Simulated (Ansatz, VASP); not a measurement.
# Two plane-wave programs on Ta2SiO3

```
CELL_PARAMETERS angstrom
2.71966 0.00000 0.00000
0.00000 2.71966 0.00000
0.00000 0.00000 12.46830
ATOMIC_POSITIONS crystal
Ta 0.50000 0.50000 0.38488
Ta 0.50000 0.50000 0.61512
Si 0.50000 0.50000 0.00000
O 0.00000 0.00000 0.69640
O 0.00000 0.00000 0.30360
O 0.00000 0.00000 0.50000
```

Change from the starting cell: species swapped into the Li3Tl2Cd type (P4/mmm, No. 123).

Alike in both runs: functional PBE; k mesh 6 × 6 × 2; occupations gaussian, width 0.1 eV; no spin polarisation.

Ansatz relaxed the structure, and its values are those at the end. VASP's run is a single point on that final structure, the one shown.

```csv
,VASP,Ansatz
version,VASP 6.6.1,Ansatz 0.2.0
potentials or method,"VASP PAW PBE potentials, release 64 (Ta_pv, Si, O), cutoff 520 eV","scalar-relativistic, plane waves, PAW"
valence electrons in the cell,44,48
```

Ansatz gave:

```
gap on the k mesh at the Fermi level (eV) : none
pressure (GPa)                            : 0.1
rms of the force components (eV/Å)        : 0.001
```

Question: What did VASP give for the same quantities?

Answer: gap on the k mesh at the Fermi level (eV): none; pressure (GPa): 0.6; rms of the force components (eV/Å): 0.019.

A gap of «none» marks a metal or a gap that the smearing closes. With one functional, cell and mesh, what is left measures potentials, basis and numerics. VASP's potentials hold 44 valence electrons a cell and Ansatz's 48, so a difference there can come from the potentials and not from the codes.

The k mesh is coarse, so the values compare programs but aren't converged. Spin-orbit coupling is off throughout.
